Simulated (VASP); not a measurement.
Se: relaxation of cell and atoms with BLYP

The system is Se.

```
Se
1.0
     4.97645    0.00000    0.00000
    -2.48822    4.30973    0.00000
     0.00000    0.00000    3.05056
Se
3
Direct
  0.00000 0.00000 0.00000
  0.33333 0.66667 0.50000
  0.66667 0.33333 0.50000
```

This isn't the form of Se at room conditions, which is trigonal, of chains.

```
Program                : VASP 6.6.1
Task                   : relaxation of cell and atoms
Functional             : BLYP
Potentials or basis    : VASP PAW PBE potentials, release 64 (Se)
Cutoff                 : 600 eV
k mesh                 : 7 × 7 × 10
Occupations            : fermi-dirac, width 0.1 eV
Spin                   : no spin polarisation
Dipole correction      : no
Further INCAR settings : ALGO = Normal; EDIFF = 1e-07; IBRION = 2; EDIFFG = -0.01; NSW = 80; ISIF = 3
```

| Property | Result |
| --- | --- |
| Relaxed volume | 23.14 Å³/atom |
| Relaxed cell | a = 5.076 Å, b = 5.076 Å, c = 3.112 Å, α = 90.00°, β = 90.00°, γ = 120.00° |
| Space group after relaxing (to 0.1 Å) | P6/mmm (No. 191) |
| Energy gained by relaxing | 13.9 meV/atom |
| Ionic steps | 3 |
| Pressure after relaxing | 0.0 GPa |
| Band gap on the k mesh | zero (bands 9 and 10 overlap by 3.95 eV) |

Step by step:
| step | energy change (eV) | largest force (eV/Å) | pressure (GPa) | volume (Å³) |
| --- | --- | --- | --- | --- |
| 1 | 0.0000 | 0.0000 | 3.52 | 65.43 |
| 2 | -0.0406 | 0.0000 | -0.47 | 70.07 |
| 3 | -0.0416 | 0.0000 | 0.01 | 69.42 |

Final structure:
```xyz
3
Lattice="5.0756 0.0000 0.0000 -2.5378 4.3956 0.0000 0.0000 0.0000 3.1115" Properties=species:S:1:pos:R:3 pbc="T T T"
Se    0.0000    0.0000    0.0000
Se    0.0000    2.9304    1.5558
Se    2.5378    1.4652    1.5558
```

Levels at points of the mesh, in eV from the Fermi level:
```
           k point  band 7  band 8  band 9  band 10  band 11  band 12
(0.00, 0.00, 0.00)   -3.67   -0.19    2.18     2.34     2.34     2.35
(0.00, 0.00, 0.50)   -3.11   -2.66   -1.18    -1.18    -0.16    -0.16
```

Wall time 2.3 min on 1 thread of Intel Xeon 8259CL, with other jobs on the host, peak memory 0.21 GiB.

Caveat: the PAW data sets were made with another functional, which shifts forces and pressure a little.
